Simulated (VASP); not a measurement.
# GaN (P6_3mc) in VASP: notebook

The runs below take GaN through single point, with PBE.

Everything below comes from runs of VASP 6.6.1. Logs are shortened: lines on timing, memory, paths and dates and some standing lists are left out, and cuts for length are marked.

### Step 1. The cell of the first run

Symmetry: P6_3mc, No. 186, hexagonal system. Conventional cell: a = 3.254 Å, b = 3.254 Å, c = 10.493 Å, α = 90.00°, β = 90.00°, γ = 120.00°. Ga (site symmetry 3m) has 4 N at 1.97 to 2.02 Å within 2.6 Å. Ga (site symmetry 3m) has 3 N at 1.97 Å within 2.6 Å. Within 2.6 Å of N (site symmetry 3m) lie 4 Ga at 1.97 to 2.02 Å. N (site symmetry 3m) has 3 Ga at 1.97 Å within 2.6 Å.

### Step 2. Single point, PBE

Contents of INCAR:

```
ALGO = Normal
EDIFF = 1E-6
ENCUT = 600
GGA = PE
GGA_COMPAT = False
ISIF = 2
ISMEAR = -1
LASPH = True
LCHARG = False
LREAL = False
LWAVE = False
NBANDS = 46
NELM = 120
PREC = Accurate
SIGMA = 0.05
```

Contents of KPOINTS:

```
k-points
0
Gamma
  10 10 3
```

Contents of POSCAR:

```
GaN
1.0
    3.2537997090      0.0000000000      0.0000000000
   -1.6268998545      2.8178732069      0.0000000000
    0.0000000000      0.0000000000     10.4931298399
Ga N
4 4
Direct
    0.0000000000      0.0000000000      0.7858680000
    0.6666666667      0.3333333333      0.0373490000
    0.3333333333      0.6666666667      0.5373490000
    0.0000000000      0.0000000000      0.2858680000
    0.0000000000      0.0000000000      0.0930380000
    0.6666666667      0.3333333333      0.3437450000
    0.0000000000      0.0000000000      0.5930380000
    0.3333333333      0.6666666667      0.8437450000
```

Potentials or basis: VASP PAW PBE potentials, release 64 (Ga_d, N).

Launch:

```console
$ cat potpaw_PBE.64/Ga_d/POTCAR potpaw_PBE.64/N/POTCAR > POTCAR
$ mpirun -np 1 vasp_std > vasp.out
```

OUTCAR:

```text
EDIFF = 1E-6
   ENCUT = 600
   GGA = PE
   ISIF = 2
   ISMEAR = -1
   LASPH = True
   LREAL = False
   NELM = 120
   PREC = Accurate

 ion  position               nearest neighbor table
   1  0.000  0.000  0.786-   8 1.97   8 1.97   8 1.97   7 2.02
   2  0.667  0.333  0.037-   5 1.97   5 1.97   5 1.97
   3  0.333  0.667  0.537-   7 1.97   7 1.97   7 1.97
   4  0.000  0.000  0.286-   6 1.97   6 1.97   6 1.97   5 2.02
   5  0.000  0.000  0.093-   2 1.97   2 1.97   2 1.97   4 2.02
   6  0.667  0.333  0.344-   4 1.97   4 1.97   4 1.97
   7  0.000  0.000  0.593-   3 1.97   3 1.97   3 1.97   1 2.02
   8  0.333  0.667  0.844-   1 1.97   1 1.97   1 1.97

  LATTYP: Found a hexagonal cell.
 ALAT       =     3.2537997090
 C/A-ratio  =     3.2248849893

  Lattice vectors:

 A1 = (   3.2537997090,   0.0000000000,   0.0000000000)
 A2 = (  -1.6268998545,   2.8178732069,   0.0000000000)
 A3 = (   0.0000000000,   0.0000000000,  10.4931298399)

Analysis of symmetry for initial positions (statically):
=====================================================================
 Subroutine PRICEL returns:
 Original cell was already a primitive cell.

 Routine SETGRP: Setting up the symmetry group for a
 hexagonal supercell.

 Subroutine GETGRP returns: Found 12 space group operations
 (whereof  6 operations were pure point group operations)
 out of a pool of 24 trial point group operations.

The static configuration has the point symmetry C_3v.
 The point group associated with its full space group is C_6v.

Analysis of symmetry for dynamics (positions and initial velocities):
=====================================================================
 Subroutine PRICEL returns:
 Original cell was already a primitive cell.

 Routine SETGRP: Setting up the symmetry group for a
 hexagonal supercell.

 Subroutine GETGRP returns: Found 12 space group operations
 (whereof  6 operations were pure point group operations)
 out of a pool of 24 trial point group operations.

The dynamic configuration has the point symmetry C_3v.
 The point group associated with its full space group is C_6v.

 Subroutine INISYM returns: Found 12 space group operations
 (whereof  6 operations are pure point group operations),
 and found     1 'primitive' translations

----------------------------------------------------------------------------------------

                                     Primitive cell

  volume of cell :      96.2094

  direct lattice vectors                    reciprocal lattice vectors
     3.253799709  0.000000000  0.000000000     0.307332992  0.177438786  0.000000000
    -1.626899854  2.817873207  0.000000000     0.000000000  0.354877571  0.000000000
     0.000000000  0.000000000 10.493129840     0.000000000  0.000000000  0.095300450

  length of vectors
     3.253799709  3.253799709 10.493129840     0.354877571  0.354877571  0.095300450

  position of ions in fractional coordinates (direct lattice)
     0.000000000  0.000000000  0.785868000
     0.666666667  0.333333333  0.037349000
     0.333333333  0.666666667  0.537349000
     0.000000000  0.000000000  0.285868000
     0.000000000  0.000000000  0.093038000
     0.666666667  0.333333333  0.343745000
     0.000000000  0.000000000  0.593038000
     0.333333333  0.666666667  0.843745000

  ion indices of the primitive-cell ions
   primitive index   ion index
                 1           1
                 2           2
                 3           3
                 4           4
                 5           5
                 6           6
                 7           7
                 8           8

----------------------------------------------------------------------------------------

 KPOINTS: k-points

Automatic generation of k-mesh.
 Grid dimensions read from file:
 generate k-points for:   10   10    3

 Generating k-lattice:

  Cartesian coordinates                     Fractional coordinates (reciprocal lattice)
     0.030733299  0.017743879  0.000000000     0.100000000 -0.000000000  0.000000000
     0.000000000  0.035487757  0.000000000     0.000000000  0.100000000  0.000000000
     0.000000000  0.000000000  0.031766817     0.000000000  0.000000000  0.333333333

  Length of vectors
     0.035487757  0.035487757  0.031766817

  Shift w.r.t. Gamma in fractional coordinates (k-lattice)
     0.000000000  0.000000000  0.000000000

 Subroutine IBZKPT returns following result:
 ===========================================

 Found     28 irreducible k-points:

 Following reciprocal coordinates:
            Coordinates               Weight
  0.000000  0.000000  0.000000      1.000000
  0.100000 -0.000000  0.000000      6.000000
  0.200000 -0.000000  0.000000      6.000000
  0.300000 -0.000000  0.000000      6.000000
  0.400000  0.000000  0.000000      6.000000
  0.500000 -0.000000  0.000000      3.000000
[... 16 lines left out ...]
  0.300000  0.100000  0.333333     24.000000
  0.400000  0.100000  0.333333     24.000000
 [... further k-points ...]
   k-points           NKPTS =     28   k-points in BZ     NKDIM =     28   number of bands    NBANDS=     46
   number of dos      NEDOS =    301   number of ions     NIONS =      8
   total plane-waves  NPLWV =  65856
   dimension x,y,z NGX =    28 NGY =   28 NGZ =   84
   dimension x,y,z NGXF=    56 NGYF=   56 NGZF=  168
   ions per type =               4   4
   NGX,Y,Z   is equivalent  to a cutoff of  14.31, 14.31, 13.31 a.u.
   NGXF,Y,Z  is equivalent  to a cutoff of  28.61, 28.61, 26.62 a.u.
 SYSTEM =  unknown system
   PREC   = accura    normal or accurate (medium, high low for compatibility)
   ISTART =      0    job   : 0-new  1-cont  2-samecut
   ICHARG =      2    charge: 1-file 2-atom 10-const
   ISPIN  =      1    spin polarized calculation?
   LNONCOLLINEAR =      F non collinear calculations
   LSORBIT =      F    spin-orbit coupling
   LASPH  =      T    aspherical Exc in radial PAW
   ENCUT  =  600.0 eV  44.10 Ry    6.64 a.u.   6.50  6.50 20.96*2*pi/ulx,y,z
   NELM   =    120;   NELMIN=  2; NELMDL= -5     # of ELM steps
   EDIFF  = 0.1E-05   stopping-criterion for ELM
   LREAL  =      F    real-space projection
   EDIFFG = 0.1E-04   stopping-criterion for IOM
   NSW    =      0    number of steps for IOM
   IBRION =     -1    ionic relax: 0-MD 1-quasi-New 2-CG
   NFREE  =      0    steps in history (QN), initial steepest desc. (CG)
   ISIF   =      2    stress and relaxation
   ISYM   =      2    0-nonsym 1-usesym 2-fastsym
   POTIM  = 0.5000    time-step for ionic-motion
   TEBEG  =    0.0;   TEEND  =   0.0 temperature during run
   PSTRESS=    0.0 pullay stress
   NELECT =      72.0000    total number of electrons
   NUPDOWN=      -1.0000    fix difference up-down
   EMIN   =  10.00;   EMAX   =-10.00  energy-range for DOS
   EFERMI =   0.00;   METHOD = LEGACY
   ISMEAR =    -1;   SIGMA  =   0.05  broadening in eV -4-tet -1-fermi 0-gaus
   EFERMI_NEDOS =   21; number of points for ismear=-14 and -15
   IALGO  =     38    algorithm
   IMIX   =      4    mixing-type and parameters
     AMIX     =   0.40;   BMIX     =  1.00
     AMIX_MAG =   1.60;   BMIX_MAG =  1.00
  volume/ion in A,a.u.               =      12.03        81.16
  Fermi-wavevector in a.u.,A,eV,Ry     =   1.486323  2.808743 30.057397  2.209156
  Thomas-Fermi vector in A             =   2.599624
   LORBIT       =      0    0 simple, 1 ext, 2 COOP (PROOUT), +10 PAW based schemes
   GGA     = PE    functional components
   LHFCALC =     F    Hartree Fock is set to
   AEXX    =    0.0000 exact exchange contribution
   IVDW    =     0    specifies the selected vdW correction
   LEPSILON=     F    determine dielectric tensor
   LRPA    =     F    only Hartree local field effects (RPA)
 non-spin polarized calculation
  energy-cutoff  :      600.00
  volume of cell :       96.21
 maximum number of plane-waves:      3281
 NGX is ok and might be reduce to    28
   NGX = 13   NGY = 13   NGZ = 41

 number of electron      72.0000006 magnetization

 Free energy of the ion-electron system (eV)
  ---------------------------------------------------
  ext. energy  EPLUGINS =         0.00000000
  ---------------------------------------------------
  free energy    TOTEN  =       -46.28648892 eV

  energy without entropy =      -46.28644896  energy(sigma->0) =      -46.28646894

 E-fermi :   5.5743     XC(G=0): -11.5034

 val. band max:        5.2739372202   @ k =   0.0000   0.0000   0.0000
 cond. band min:       5.8105868663   @ k =   0.0000   0.0000   0.0000
 fundamental gap:      0.5366496460
 Fermi energy:         5.5742557639

 k-point     1 :       0.0000    0.0000    0.0000
  band No.  band energies     occupation
      1     -10.8280      2.00000
      2     -10.5879      2.00000
      3      -9.7772      2.00000
      4      -9.7459      2.00000
      5      -9.1011      2.00000
      6      -9.1011      2.00000
[... 38 lines left out ...]
     45      13.6790      0.00000
     46      14.3687      0.00000

 k-point     2 :       0.1000   -0.0000    0.0000
  band No.  band energies     occupation
      1     -10.7508      2.00000
      2     -10.5387      2.00000
      3      -9.7285      2.00000
      4      -9.7173      2.00000
      5      -9.1157      2.00000
      6      -9.1150      2.00000
[... 38 lines left out ...]
     45      13.9941      0.00000
     46      14.1215      0.00000

 k-point     3 :       0.2000   -0.0000    0.0000
  band No.  band energies     occupation
      1     -10.5683      2.00000
      2     -10.4279      2.00000
      3      -9.6422      2.00000
      4      -9.6215      2.00000
      5      -9.1269      2.00000
      6      -9.1209      2.00000
[... 38 lines left out ...]
     45      13.5158      0.00000
     46      13.9547      0.00000

 k-point     4 :       0.3000   -0.0000    0.0000
  band No.  band energies     occupation
      1     -10.4007      2.00000
      2     -10.3306      2.00000
      3      -9.5504      2.00000
      4      -9.5274      2.00000
      5      -9.1182      2.00000
      6      -9.1045      2.00000
[... 920 lines left out ...]
     45      13.2931      0.00000
     46      13.6484      0.00000

 k-point    23 :       0.3000    0.1000    0.3333
  band No.  band energies     occupation
      1     -10.3256      2.00000
      2     -10.3028      2.00000
      3      -9.5046      2.00000
      4      -9.4957      2.00000
      5      -9.1055      2.00000
      6      -9.0997      2.00000
[... 38 lines left out ...]
     45      13.8337      0.00000
     46      14.1293      0.00000

 k-point    24 :       0.4000    0.1000    0.3333
  band No.  band energies     occupation
      1     -10.2872      2.00000
      2     -10.2734      2.00000
      3      -9.4734      2.00000
      4      -9.4667      2.00000
      5      -9.0960      2.00000
      6      -9.0882      2.00000
[... 38 lines left out ...]
     45      13.9822      0.00000
     46      14.4196      0.00000

 [... further k-points ...]

------------------------ aborting loop because EDIFF is reached ----------------------------------------

  FORCE on cell =-STRESS in cart. coord.  units (eV):
  Direction    XX          YY          ZZ          XY          YZ          ZX
  --------------------------------------------------------------------------------------
  -------------------------------------------------------------------------------------
  Total       -5.6483649     -5.6483649      0.0867626      0.0000000      0.0000000      0.0000000
  in kB      -94.0623918    -94.0623918      1.4448594      0.0000000      0.0000000      0.0000000
  external PRESSURE =     -62.2266414 kB  Pullay stress =       0.0000000 kB

 VOLUME and BASIS-vectors are now :
 -----------------------------------------------------------------------------
  energy-cutoff  :      600.00
  volume of cell :       96.21
      direct lattice vectors                 reciprocal lattice vectors
     3.253799709  0.000000000  0.000000000     0.307332992  0.177438786  0.000000000
    -1.626899854  2.817873207  0.000000000     0.000000000  0.354877571  0.000000000
     0.000000000  0.000000000 10.493129840     0.000000000  0.000000000  0.095300450

 POSITION                                       TOTAL-FORCE (eV/Angst)
 -----------------------------------------------------------------------------------
      0.00000      0.00000      8.24621         0.000000     -0.000000      0.052250
      1.62690      0.93929      0.39191         0.000000     -0.000000      0.084209
     -0.00000      1.87858      5.63847        -0.000000      0.000000      0.084209
      0.00000      0.00000      2.99965         0.000000      0.000000      0.052250
      0.00000      0.00000      0.97626         0.000000     -0.000000     -0.240219
      1.62690      0.93929      3.60696         0.000000     -0.000000      0.103760
      0.00000      0.00000      6.22282         0.000000      0.000000     -0.240219
     -0.00000      1.87858      8.85353         0.000000     -0.000000      0.103760
 -----------------------------------------------------------------------------------
    total drift:                                0.000000      0.000000      0.000243

  FREE ENERGIE OF THE ION-ELECTRON SYSTEM (eV)
  ---------------------------------------------------
  free  energy   TOTEN  =       -46.2864889228 eV

  energy  without entropy=      -46.2864489647  energy(sigma->0) =      -46.28646894
```

Wall time 1.7 min (1 thread of AMD EPYC 9R45 (Zen 5), shared host); peak memory 0.28 GiB.

What came out:

| Property | Result |
| --- | --- |
| Free energy | -46.2865 eV |
| Pressure | -6.2 GPa |
| Largest force | 0.240 eV/Å |
| Band gap on the k mesh | 0.54 eV |

Forces on the atoms (eV/Å):
```
Ga   0.000  0.000  0.052
Ga   0.000  0.000  0.084
Ga   0.000  0.000  0.084
Ga   0.000  0.000  0.052
N    0.000  0.000 -0.240
N    0.000  0.000  0.104
N    0.000  0.000 -0.240
N    0.000  0.000  0.104
```

Stress tensor (GPa, compression positive):
```
-9.41  0.00  0.00
 0.00 -9.41  0.00
 0.00  0.00  0.14
```

Caveat: the stress differs along the axes, from -9 to 0 GPa; semilocal functionals underestimate gaps, and a narrow one can read as zero.

(Continued in part 2 of 2.)
